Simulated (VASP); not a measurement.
Write the native input for VASP 6.6.1 that does the following.

```
Task                   : single point
Functional             : PBEsol
Potentials or basis    : VASP PAW PBE potentials, release 64 (B, As)
Cutoff                 : 520 eV
k mesh                 : 8 × 8 × 8
Occupations            : gaussian, width 0.01 eV
Spin                   : no spin polarisation
Dipole correction      : no
Further INCAR settings : ALGO = Normal; EDIFF = 1e-06; NBANDS = 11
```

The structure of BAs (e600) lies in POSCAR:

```
BAs
1.0
    0.0000000000      2.3838113257      2.3838113257
    2.3838113257      0.0000000000      2.3838113257
    2.3838113257      2.3838113257      0.0000000000
B As
1 1
Direct
    0.0000000000      0.0000000000      0.0000000000
    0.2500000000      0.2500000000      0.2500000000
```

One way to write it, as run:

INCAR

```
PREC = Accurate ; ENCUT = 520
EDIFF = 1E-6 ; ISMEAR = 0
SIGMA = 0.01 ; LREAL = F
LASPH = T ; NELM = 60
ALGO = Normal ; ISIF = 2
LWAVE = F ; LCHARG = F
GGA = PS ; NBANDS = 11
```

KPOINTS

```
Automatic mesh
0
Gamma
  8 8 8
```

Potentials or basis: VASP PAW PBE potentials, release 64 (B, As).

Launch:

```console
$ cat potpaw_PBE.64/B/POTCAR potpaw_PBE.64/As/POTCAR > POTCAR
$ mpirun -np 1 vasp_std > vasp.out
```

It gave:

* Pressure: 0.9 GPa
* Band gap on the k mesh: 1.09 eV, indirect (least direct gap 3.25 eV)

Caveat: the PAW data sets were made with another functional, which shifts forces and pressure a little.

It took 12 s on 1 thread of Intel(R) Xeon(R) Platinum 8559C (Emerald Rapids) (shared host), peak memory 0.15 GiB.
